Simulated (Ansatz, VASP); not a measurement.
BN: VASP beside Ansatz

```
B N
1.0
     0.02173    1.82804    1.79967
     1.85026    0.02504    1.79636
     1.84290    1.81738    0.03239
B N
1 1
Direct
  0.04360 0.95911 0.97106
  0.24758 0.27934 0.22820
```

Alike in both runs: task single point; functional PBEsol; k mesh 6 × 6 × 6; no spin polarisation.

```csv
,VASP,Ansatz
version,VASP 6.6.1,Ansatz 0.2.0
potentials or method,"VASP PAW PBE potentials, release 64 (B, N), cutoff 520 eV","plane waves, PAW"
occupations,"gaussian, width 0.01 eV",fixed
valence electrons in the cell,8,8
```

|  | VASP | Ansatz | Ansatz less VASP |
| --- | --- | --- | --- |
| pressure (GPa) | 7.5 | 7.0 | -0.48 |
| traceless stress, the component that is largest in VASP (GPa) | -15.42 | -15.00 | +0.416 |
| rms of the force components (eV/Å) | 2.765 | 2.753 | -0.0118 |

VASP's potentials were made for PBE, not for PBEsol. Atom by atom the forces differ by 0.012 eV/Å (rms over components). Ansatz's warnings: stress scf threshold loose.

The k mesh is coarse, so the values compare programs but aren't converged.
